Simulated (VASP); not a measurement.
The system is Be.

```xyz
2
Lattice="0.0000 2.2207 2.2207 2.2207 0.0000 2.2207 2.2207 2.2207 0.0000" Properties=species:S:1:pos:R:3 pbc="T T T"
Be    0.5552    0.5552    0.5552
Be    3.8863    3.8863    3.8863
```

| Quantity | Value |
| --- | --- |
| Program | VASP 6.6.1 |
| Task | relaxation of cell and atoms |
| Functional | r2SCAN |
| Potentials or basis | VASP PAW PBE potentials, release 64 (Be) |
| Cutoff | 600 eV |
| k mesh | 12 × 12 × 12 |
| Occupations | fermi-dirac, width 0.1 eV |
| Spin | no spin polarisation |

At the start: pressure 22.6 GPa; volume 10.95 Å³/atom.

Where does the relaxation end?

Over 4 steps the energy falls by 227.5 meV/atom and the volume is 14.98 Å³/atom (+36.8 %); space group Fd-3m (No. 227, to 0.05 Å).

The path:
```tsv
step	energy change (eV)	largest force (eV/Å)	pressure (GPa)	volume (Å³)
1	0.0000	0.0000	22.58	21.90
2	-0.4136	0.0000	5.02	27.17
3	-0.4531	0.0000	0.95	29.38
4	-0.4550	0.0000	0.07	29.97
```

Final structure:
```
Be
1.0
     0.00000    2.46530    2.46530
     2.46530    0.00000    2.46530
     2.46530    2.46530    0.00000
Be
2
Direct
  0.12500 0.12500 0.12500
  0.87500 0.87500 0.87500
```

Caveat: the volume moved by over 15 % at a fixed basis, so the end points are rough; the PAW data sets were made with another functional, which shifts forces and pressure a little.
